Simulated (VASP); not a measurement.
# Se (P3_121) in VASP: further runs, part 2 of 3

VASP 6.6.1. The steps go on from the part before.

## 3. Single point, PBE+D3(BJ) (c/a of the conventional cell at fixed volume 1.3865)

INCAR reads:

```
PREC     = Accurate       # precision mode
ENCUT    = 520            # plane-wave cutoff, eV
EDIFF    = 1E-7           # SCF threshold, eV
ISMEAR   = 0              # smearing method
SIGMA    = 0.05           # smearing width, eV
LREAL    = False          # projectors in reciprocal space
LASPH    = True           # aspherical terms in the spheres
NELM     = 100            # most SCF steps
ALGO     = Normal         # electronic algorithm
ISIF     = 2              # what is computed and relaxed
LWAVE    = False          # write WAVECAR
LCHARG   = True           # write CHGCAR
GGA      = PE             # functional
IVDW     = 12             # dispersion correction
LELF     = True           # ELF
LVHAR    = True         
NBANDS   = 16             # bands
```

KPOINTS reads:

```
Automatic mesh
0
Gamma
  9 9 8
```

POSCAR reads:

```
Se
1.0
    3.9409371099      0.0000000000      0.0000000000
   -1.9704685549      3.4129516519      0.0000000000
    0.0000000000      0.0000000000      5.4641093028
Se
3
Direct
    0.2319818075      0.0000000000      0.3333333333
    0.0000000000      0.2319818075      0.6666666667
    0.7680181925      0.7680181925      0.0000000000
```

Potentials or basis: VASP PAW PBE potentials, release 64 (Se).

Started as:

```sh
> cat potpaw_PBE.64/Se/POTCAR > POTCAR
> mpirun -np 1 vasp_std > vasp.out
```

OUTCAR:

```text
PREC = Accurate
   ENCUT = 520
   EDIFF = 1E-7
   ISMEAR = 0
   LREAL = False
   LASPH = True
   NELM = 100
   ISIF = 2
   GGA = PE
   IVDW = 12
 IVDW          = 12

 ion  position               nearest neighbor table
   1  0.232  0.000  0.333-   3 2.41   2 2.41
   2  0.000  0.232  0.667-   3 2.41   1 2.41
   3  0.768  0.768  0.000-   2 2.41   1 2.41

  LATTYP: Found a hexagonal cell.
 ALAT       =     3.9409371099
 C/A-ratio  =     1.3865000000

  Lattice vectors:

 A1 = (   3.9409371099,   0.0000000000,   0.0000000000)
 A2 = (  -1.9704685549,   3.4129516519,   0.0000000000)
 A3 = (   0.0000000000,   0.0000000000,   5.4641093028)

Analysis of symmetry for initial positions (statically):
=====================================================================
 Subroutine PRICEL returns:
 Original cell was already a primitive cell.

 Routine SETGRP: Setting up the symmetry group for a
 hexagonal supercell.

 Subroutine GETGRP returns: Found  6 space group operations
 (whereof  2 operations were pure point group operations)
 out of a pool of 24 trial point group operations.

The static configuration has the point symmetry C_2 .
 The point group associated with its full space group is D_3 .

Analysis of symmetry for dynamics (positions and initial velocities):
=====================================================================
 Subroutine PRICEL returns:
 Original cell was already a primitive cell.

 Routine SETGRP: Setting up the symmetry group for a
 hexagonal supercell.

 Subroutine GETGRP returns: Found  6 space group operations
 (whereof  2 operations were pure point group operations)
 out of a pool of 24 trial point group operations.

The dynamic configuration has the point symmetry C_2 .
 The point group associated with its full space group is D_3 .

 Subroutine INISYM returns: Found  6 space group operations
 (whereof  2 operations are pure point group operations),
 and found     1 'primitive' translations

----------------------------------------------------------------------------------------

                                     Primitive cell

  volume of cell :      73.4935

  direct lattice vectors                    reciprocal lattice vectors
     3.940937110  0.000000000  0.000000000     0.253746754  0.146500757  0.000000000
    -1.970468555  3.412951652  0.000000000     0.000000000  0.293001514  0.000000000
     0.000000000  0.000000000  5.464109303     0.000000000  0.000000000  0.183012444

  length of vectors
     3.940937110  3.940937110  5.464109303     0.293001514  0.293001514  0.183012444

  position of ions in fractional coordinates (direct lattice)
     0.231981807  0.000000000  0.333333333
     0.000000000  0.231981807  0.666666667
     0.768018193  0.768018193  0.000000000

  ion indices of the primitive-cell ions
   primitive index   ion index
                 1           1
                 2           2
                 3           3

----------------------------------------------------------------------------------------

 KPOINTS: Automatic mesh

Automatic generation of k-mesh.
 Grid dimensions read from file:
 generate k-points for:    9    9    8

 Generating k-lattice:

  Cartesian coordinates                     Fractional coordinates (reciprocal lattice)
     0.028194084  0.016277862  0.000000000     0.111111111  0.000000000  0.000000000
     0.000000000  0.032555724  0.000000000     0.000000000  0.111111111  0.000000000
     0.000000000  0.000000000  0.022876556     0.000000000  0.000000000  0.125000000

  Length of vectors
     0.032555724  0.032555724  0.022876556

  Shift w.r.t. Gamma in fractional coordinates (k-lattice)
     0.000000000  0.000000000  0.000000000

 Subroutine IBZKPT returns following result:
 ===========================================

 Found     81 irreducible k-points:

 Following reciprocal coordinates:
            Coordinates               Weight
  0.000000  0.000000  0.000000      1.000000
  0.111111  0.000000  0.000000      6.000000
  0.222222  0.000000  0.000000      6.000000
  0.333333  0.000000  0.000000      6.000000
  0.444444  0.000000  0.000000      6.000000
  0.111111  0.111111  0.000000      6.000000
[... 16 lines left out ...]
  0.222222  0.111111  0.125000     12.000000
 -0.111111  0.333333  0.125000     12.000000
 [... further k-points ...]
   k-points           NKPTS =     81   k-points in BZ     NKDIM =     81   number of bands    NBANDS=     16
   number of dos      NEDOS =    301   number of ions     NIONS =      3
   total plane-waves  NPLWV =  37800
   dimension x,y,z NGX =    30 NGY =   30 NGZ =   42
   dimension x,y,z NGXF=    60 NGYF=   60 NGZF=   84
   ions per type =               3
   NGX,Y,Z   is equivalent  to a cutoff of  12.66, 12.66, 12.78 a.u.
   NGXF,Y,Z  is equivalent  to a cutoff of  25.31, 25.31, 25.56 a.u.
 SYSTEM =  unknown system
   PREC   = accura    normal or accurate (medium, high low for compatibility)
   ISTART =      0    job   : 0-new  1-cont  2-samecut
   ICHARG =      2    charge: 1-file 2-atom 10-const
   ISPIN  =      1    spin polarized calculation?
   LNONCOLLINEAR =      F non collinear calculations
   LSORBIT =      F    spin-orbit coupling
   LASPH  =      T    aspherical Exc in radial PAW
   ENCUT  =  520.0 eV  38.22 Ry    6.18 a.u.   7.33  7.33 10.16*2*pi/ulx,y,z
   NELM   =    100;   NELMIN=  2; NELMDL= -5     # of ELM steps
   EDIFF  = 0.1E-06   stopping-criterion for ELM
   LREAL  =      F    real-space projection
   EDIFFG = 0.1E-05   stopping-criterion for IOM
   NSW    =      0    number of steps for IOM
   IBRION =     -1    ionic relax: 0-MD 1-quasi-New 2-CG
   NFREE  =      0    steps in history (QN), initial steepest desc. (CG)
   ISIF   =      2    stress and relaxation
   ISYM   =      2    0-nonsym 1-usesym 2-fastsym
   POTIM  = 0.5000    time-step for ionic-motion
   TEBEG  =    0.0;   TEEND  =   0.0 temperature during run
   PSTRESS=    0.0 pullay stress
   NELECT =      18.0000    total number of electrons
   NUPDOWN=      -1.0000    fix difference up-down
   EMIN   =  10.00;   EMAX   =-10.00  energy-range for DOS
   EFERMI =   0.00;   METHOD = LEGACY
   ISMEAR =     0;   SIGMA  =   0.05  broadening in eV -4-tet -1-fermi 0-gaus
   EFERMI_NEDOS =   21; number of points for ismear=-14 and -15
   IALGO  =     38    algorithm
   IMIX   =      4    mixing-type and parameters
     AMIX     =   0.40;   BMIX     =  1.00
     AMIX_MAG =   1.60;   BMIX_MAG =  1.00
  volume/ion in A,a.u.               =      24.50       165.32
  Fermi-wavevector in a.u.,A,eV,Ry     =   1.024274  1.935597 14.274368  1.049136
  Thomas-Fermi vector in A             =   2.158052
   LORBIT       =      0    0 simple, 1 ext, 2 COOP (PROOUT), +10 PAW based schemes
   GGA     = PE    functional components
   LHFCALC =     F    Hartree Fock is set to
   AEXX    =    0.0000 exact exchange contribution
   IVDW    =    12    specifies the selected vdW correction
   LEPSILON=     F    determine dielectric tensor
   LRPA    =     F    only Hartree local field effects (RPA)
 non-spin polarized calculation
 Gauss-broadening in eV      SIGMA  =   0.05
  energy-cutoff  :      520.00
  volume of cell :       73.49
 maximum number of plane-waves:      2012
 NGX is ok and might be reduce to    30
   NGX = 15   NGY = 15   NGZ = 21

 number of electron      18.0000000 magnetization

 Free energy of the ion-electron system (eV)
  ---------------------------------------------------
  ext. energy  EPLUGINS =         0.00000000
  ---------------------------------------------------
  free energy    TOTEN  =       -10.31381707 eV

  energy without entropy =      -10.31363569  energy(sigma->0) =      -10.31372638

 E-fermi :   3.5726     XC(G=0):  -9.4375

 val. band max:        3.5720473044   @ k =   0.3333   0.3333   0.5000
 cond. band min:       4.0404832279   @ k =   0.3333   0.3333   0.3750
 fundamental gap:      0.4684359235
 Fermi energy:         3.5725578191

 k-point     1 :       0.0000    0.0000    0.0000
  band No.  band energies     occupation
      1     -12.3583      2.00000
      2      -8.5021      2.00000
      3      -8.5021      2.00000
      4       0.2991      2.00000
      5       0.2991      2.00000
      6       0.5083      2.00000
[... 433 lines left out ...]
      3      -7.7668      2.00000
      4      -1.5902      2.00000
      5      -1.2951      2.00000
      6       0.3410      2.00000
[... 8 lines left out ...]
     15      12.2371      0.00000
     16      13.1512      0.00000

 [... further k-points ...]

------------------------ aborting loop because EDIFF is reached ----------------------------------------

 Edisp (eV)   -1.06959

 E8    (eV) :    -0.4422

  FORCE on cell =-STRESS in cart. coord.  units (eV):
  Direction    XX          YY          ZZ          XY          YZ          ZX
  --------------------------------------------------------------------------------------
  -------------------------------------------------------------------------------------
  Total       0.87134     0.87134    -0.79747     0.00000    -0.00000     0.00000
  in kB      18.99540    18.99540   -17.38495     0.00000    -0.00000     0.00000
  external pressure =        6.87 kB  Pullay stress =        0.00 kB

 VOLUME and BASIS-vectors are now :
 -----------------------------------------------------------------------------
  energy-cutoff  :      520.00
  volume of cell :       73.49
      direct lattice vectors                 reciprocal lattice vectors
     3.940937110  0.000000000  0.000000000     0.253746754  0.146500757  0.000000000
    -1.970468555  3.412951652  0.000000000     0.000000000  0.293001514  0.000000000
     0.000000000  0.000000000  5.464109303     0.000000000  0.000000000  0.183012444

 POSITION                                       TOTAL-FORCE (eV/Angst)
 -----------------------------------------------------------------------------------
      0.91423      0.00000      1.82137         0.571338      0.000000      0.000000
     -0.45711      0.79174      3.64274        -0.285669      0.494793     -0.000000
      1.51336      2.62121      0.00000        -0.285669     -0.494793     -0.000000
 -----------------------------------------------------------------------------------
    total drift:                               -0.000000     -0.000000      0.000000

  FREE ENERGIE OF THE ION-ELECTRON SYSTEM (eV)
  ---------------------------------------------------
  free  energy   TOTEN  =       -11.3834093494 eV

  energy  without entropy=      -11.3832279682  energy(sigma->0) =      -11.38331866
```

It took 42 s on 1 thread of AMD EPYC 9R45 (Zen 5), shared host; peak memory 0.2 GiB.

Results:

| Property | Result |
| --- | --- |
| Free energy | -11.3834 eV |
| Pressure | 0.7 GPa |
| Largest force | 0.571 eV/Å |
| Band gap on the k mesh | zero (filled and empty bands touch) |
| Dispersion energy per atom | -0.357 eV |

Forces in eV/Å, atoms in the order of the input:
```
Se   0.571  0.000  0.000
Se  -0.286  0.495  0.000
Se  -0.286 -0.495  0.000
```

Caveat: pairwise dispersion overbinds metals, which lowers pressure and volume.

## 4. Single point, PBE+D3(BJ) (c/a of the conventional cell at fixed volume 1.1344)

INCAR reads:

```
SYSTEM = Se
PREC = Accurate
ENCUT = 520
EDIFF = 1E-7
ISMEAR = 0
SIGMA = 0.05
LREAL = .False.
LASPH = .True.
NELM = 60
ALGO = Normal
ISIF = 2
LWAVE = .False.
LCHARG = .True.
GGA = PE
IVDW = 12
LELF = .True.
LVHAR = .True.
NBANDS = 16
```

KPOINTS reads:

```
Automatic mesh
0
Gamma
  9 9 8
  0 0 0
```

POSCAR reads:

```
Se
1.0
    4.2135749463      0.0000000000      0.0000000000
   -2.1067874732      3.6490629443      0.0000000000
    0.0000000000      0.0000000000      4.7798794191
Se
3
Direct
    0.2934348538      0.0000000000      0.3333333333
    0.0000000000      0.2934348538      0.6666666667
    0.7065651462      0.7065651462      0.0000000000
```

Started as:

```sh
> cat potpaw_PBE.64/Se/POTCAR > POTCAR
> mpirun -np 1 vasp_std > vasp.out
```

Run time: 38 s. Hardware: 1 thread of AMD EPYC 9R45 (Zen 5), shared host; peak memory 0.2 GiB.

The run converged. Its results:

```
Free energy                : -11.1220 eV
Pressure                   : -5.2 GPa
Largest force              : 0.665 eV/Å
Band gap on the k mesh     : zero (band 9 reaches 4.26 eV, above the bottom of band 10 at 3.33 eV)
Dispersion energy per atom : -0.357 eV
```

Forces in eV/Å, atoms in the order of the input:
```
Se  -0.665  0.000  0.000
Se   0.332 -0.576  0.000
Se   0.332  0.576  0.000
```

Stress tensor (GPa, compression positive):
```
-6.12  0.00  0.00
 0.00 -6.12  0.00
 0.00  0.00 -3.47
```

Levels at points of the mesh, in eV from the Fermi level:
```tsv
k point	band 5	band 6	band 7	band 8	band 9	band 10	band 11	band 12	band 13	band 14
(0.00, 0.00, 0.00)	-3.28	-3.28	-2.39	-2.39	-1.88	0.99	1.26	1.26	6.76	6.76
(0.00, 0.00, 0.50)	-3.44	-3.20	-1.61	-1.61	-1.49	-0.56	-0.56	-0.10	5.87	5.87
```

Caveat: pairwise dispersion overbinds metals, which lowers pressure and volume.

[end of part 2 of 3]
